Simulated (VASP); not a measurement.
# Fe (Im-3m) in VASP: single point with r2SCAN

Aim: the single point of Fe with r2SCAN.

Everything below comes from runs of VASP 6.6.1. Logs are shortened: lines on timing, memory, paths and dates and some standing lists are left out, and cuts for length are marked.

### 1 The cell of the first run

Symmetry: Im-3m, No. 229, cubic system. Conventional cell: a = 2.868 Å, b = 2.868 Å, c = 2.868 Å, α = 90.00°, β = 90.00°, γ = 90.00°. Within 3.3 Å of Fe (site symmetry m-3m) lie 14 Fe at 2.48 to 2.87 Å.

### 2 Single point, r2SCAN, collinear spin, antiferromagnetic start

Input file POSCAR:

```
Fe
1.0
    1.4341180426     -1.4341180426      1.4341180426
   -1.4341180426      1.4341180426      1.4341180426
   -2.8682360852     -2.8682360852      0.0000000000
Fe
2
Direct
    0.0000000000      0.0000000000      0.0000000000
    0.5000000000      0.5000000000      0.5000000000
```

Input file INCAR.step1:

```
  ALGO = Normal
  EDIFF = 1E-4
  ENCUT = 520
  GGA = PE
  ISMEAR = 0
  ISPIN = 2
  LASPH = T
  LCHARG = F
  LMAXMIX = 4
  LREAL = F
  LWAVE = T
  MAGMOM = 2.5 -2.5
  NBANDS = 19
  NELM = 150
  PREC = Accurate
  SIGMA = 0.05
```

Input file INCAR.step2:

```
  ALGO = Normal
  EDIFF = 1E-7
  ENCUT = 520
  ISIF = 2
  ISMEAR = 0
  ISPIN = 2
  ISTART = 1
  LASPH = T
  LCHARG = F
  LMAXMIX = 4
  LMIXTAU = T
  LORBIT = 11
  LREAL = F
  LWAVE = F
  MAGMOM = 2.5 -2.5
  METAGGA = R2SCAN
  NBANDS = 19
  NELM = 150
  PREC = Accurate
  SIGMA = 0.05
```

Input file KPOINTS:

```
k-points
0
Gamma
  14 14 8
```

Potentials or basis: VASP PAW PBE potentials, release 64 (Fe).

The run is started by

```
$ cat potpaw_PBE.64/Fe/POTCAR > POTCAR
$ cp INCAR.step1 INCAR
$ mpirun -np 1 vasp_std > vasp.out
$ cp INCAR.step2 INCAR
$ mpirun -np 1 vasp_std > vasp.out
```

OUTCAR:

```text
EDIFF = 1E-7
   ENCUT = 520
   ISIF = 2
   ISMEAR = 0
   ISPIN = 2
   ISTART = 1
   LASPH = T
   LORBIT = 11
   LREAL = F
   METAGGA = R2SCAN
   NELM = 150
   PREC = Accurate

 ion  position               nearest neighbor table
   1  0.000  0.000  0.000-   2 2.48   2 2.48   2 2.48   2 2.48   2 2.87   2 2.87   2 2.87   2 2.87

   2  0.500  0.500  0.500-   1 2.48   1 2.48   1 2.48   1 2.48   1 2.87   1 2.87   1 2.87   1 2.87

  LATTYP: Found a base centered orthorhombic cell.
 ALAT       =     2.8682360852
 B/A-ratio  =     1.4142135624
 C/A-ratio  =     1.4142135624

  Lattice vectors:

 A1 = (   1.4341180426,  -1.4341180426,   1.4341180426)
 A2 = (  -1.4341180426,   1.4341180426,   1.4341180426)
 A3 = (  -2.8682360852,  -2.8682360852,   0.0000000000)

Analysis of symmetry for initial positions (statically):
=====================================================================
 Subroutine PRICEL returns following result:

  LATTYP: Found a body centered cubic cell.
 ALAT       =     2.8682360852
[... 12 lines left out ...]
 Subroutine GETGRP returns: Found  8 space group operations
 (whereof  8 operations were pure point group operations)
 out of a pool of  8 trial point group operations.

The static configuration has the point symmetry D_2h.

Analysis of symmetry for dynamics (positions and initial velocities):
=====================================================================
 Subroutine PRICEL returns following result:

  LATTYP: Found a body centered cubic cell.
 ALAT       =     2.8682360852
[... 12 lines left out ...]
 Subroutine GETGRP returns: Found  8 space group operations
 (whereof  8 operations were pure point group operations)
 out of a pool of  8 trial point group operations.

The dynamic configuration has the point symmetry D_2h.

Analysis of structural, dynamic, and magnetic symmetry:
=====================================================================
 Subroutine PRICEL returns following result:

  LATTYP: Found a body centered cubic cell.
 ALAT       =     2.8682360852
[... 12 lines left out ...]
 Subroutine GETGRP returns: Found  8 space group operations
 (whereof  8 operations were pure point group operations)
 out of a pool of  8 trial point group operations.

The overall configuration has the point symmetry D_2h.

 Subroutine INISYM returns: Found  8 space group operations
 (whereof  8 operations are pure point group operations),
 and found     2 'primitive' translations

[... 113 lines left out ...]
  volume/ion in A,a.u.               =      11.80        79.62
  Fermi-wavevector in a.u.,A,eV,Ry     =   1.438246  2.717891 28.144364  2.068552
  Thomas-Fermi vector in A             =   2.557234
   LORBIT       =     11    0 simple, 1 ext, 2 COOP (PROOUT), +10 PAW based schemes
   METAGGA = R2SCAN    functional components
   LHFCALC =     F    Hartree Fock is set to
   AEXX    =    0.0000 exact exchange contribution
   IVDW    =     0    specifies the selected vdW correction
   LEPSILON=     F    determine dielectric tensor
   LRPA    =     F    only Hartree local field effects (RPA)
 spin polarized calculation
 Gauss-broadening in eV      SIGMA  =   0.05
  energy-cutoff  :      520.00
  volume of cell :       23.60
 maximum number of plane-waves:       650
   NGX =  9   NGY =  9   NGZ = 15

 number of electron      15.9999992 magnetization      -0.0000000

 number of electron      15.9999992 magnetization       0.0000000

 Free energy of the ion-electron system (eV)
  ---------------------------------------------------
  ext. energy  EPLUGINS =         0.00000000
  ---------------------------------------------------
  free energy    TOTEN  =       -27.98319698 eV

  energy without entropy =      -27.98019343  energy(sigma->0) =      -27.98169520

 E-fermi :   5.8463     XC(G=0): -14.0222

 val. band max:        5.8456056218   @ k =  -0.0714   0.0714   0.0000
 cond. band min:       5.8471396557   @ k =   0.5000   0.3571   0.5000
 fundamental gap:      0.0015340338
 Fermi energy:         5.8463123506

 spin component 1

 k-point     1 :       0.0000    0.0000    0.0000
  band No.  band energies     occupation
      1      -3.3259      1.00000
      2       0.5832      1.00000
      3       2.1048      1.00000
      4       3.0856      1.00000
      5       3.3472      1.00000
      6       3.5421      1.00000
[... 517 lines left out ...]
     18      26.5771      0.00000
     19      28.6588      0.00000

 [... further k-points ...]

 spin component 2

 k-point     1 :       0.0000    0.0000    0.0000
  band No.  band energies     occupation
      1      -3.3259      1.00000
      2       0.5832      1.00000
      3       2.1048      1.00000
      4       3.0856      1.00000
      5       3.3472      1.00000
      6       3.5421      1.00000
[... 517 lines left out ...]
     18      26.5771      0.00000
     19      28.6588      0.00000

 [... further k-points ...]

------------------------ aborting loop because EDIFF is reached ----------------------------------------

  FORCE on cell =-STRESS in cart. coord.  units (eV):
  Direction    XX          YY          ZZ          XY          YZ          ZX
  --------------------------------------------------------------------------------------
  -------------------------------------------------------------------------------------
  Total       -0.4478741     -0.4478741     -0.1425003      1.3158128     -0.0000000      0.0000000
  in kB      -30.4103789    -30.4103789     -9.6756811     89.3428941     -0.0000000      0.0000000
  external PRESSURE =     -23.4988130 kB  Pullay stress =       0.0000000 kB

 VOLUME and BASIS-vectors are now :
 -----------------------------------------------------------------------------
  energy-cutoff  :      520.00
  volume of cell :       23.60
      direct lattice vectors                 reciprocal lattice vectors
     1.434118043 -1.434118043  1.434118043     0.174323168 -0.174323168  0.348646335
    -1.434118043  1.434118043  1.434118043    -0.174323168  0.174323168  0.348646335
    -2.868236085 -2.868236085  0.000000000    -0.174323168 -0.174323168  0.000000000

 POSITION                                       TOTAL-FORCE (eV/Angst)
 -----------------------------------------------------------------------------------
      0.00000      0.00000      0.00000         0.000000      0.000000     -0.000000
     -1.43412     -1.43412      1.43412        -0.000000     -0.000000      0.000000
 -----------------------------------------------------------------------------------
    total drift:                                0.000000     -0.000000     -0.000000

  FREE ENERGIE OF THE ION-ELECTRON SYSTEM (eV)
  ---------------------------------------------------
  free  energy   TOTEN  =       -27.9831969754 eV

  energy  without entropy=      -27.9801934314  energy(sigma->0) =      -27.98169520

 total charge

# of ion       s       p       d       tot
------------------------------------------
    1        0.491   0.573   6.133   7.197
    2        0.491   0.573   6.133   7.197
--------------------------------------------------
tot          0.983   1.146  12.265  14.394

 magnetization (x)

# of ion       s       p       d       tot
------------------------------------------
    1        0.028   0.036   2.541   2.606
    2       -0.028  -0.036  -2.541  -2.606
--------------------------------------------------
tot          0.000   0.000   0.000   0.000
```

OUTCAR.step1:

```text
EDIFF = 1E-4
   ENCUT = 520
   GGA = PE
   ISMEAR = 0
   ISPIN = 2
[... 1330 lines left out ...]
 -----------------------------------------------------------------------------------
      0.00000      0.00000      0.00000        -0.000000     -0.000000     -0.000000
     -1.43412     -1.43412      1.43412         0.000000      0.000000      0.000000
 -----------------------------------------------------------------------------------
    total drift:                                0.000000     -0.000000     -0.000000

  FREE ENERGIE OF THE ION-ELECTRON SYSTEM (eV)
  ---------------------------------------------------
  free  energy   TOTEN  =       -16.0218897474 eV

  energy  without entropy=      -16.0171471646  energy(sigma->0) =      -16.01951846
```

Wall time 6.8 min (1 thread of Intel Xeon 6975P-C (Granite Rapids), shared host); peak memory 0.28 GiB.

What came out:

| Quantity | Value |
| --- | --- |
| Free energy | -27.9832 eV |
| Pressure | -2.3 GPa |
| Band gap on the k mesh | zero (filled and empty bands overlap) |
| Net moment | 0.00 μB per cell |
| Site moments | Fe +2.61, -2.61 μB |
| Valence electrons inside the program's atomic spheres | Fe 7.20 |

Caveat: the PAW data sets were made with another functional, which shifts forces and pressure a little.
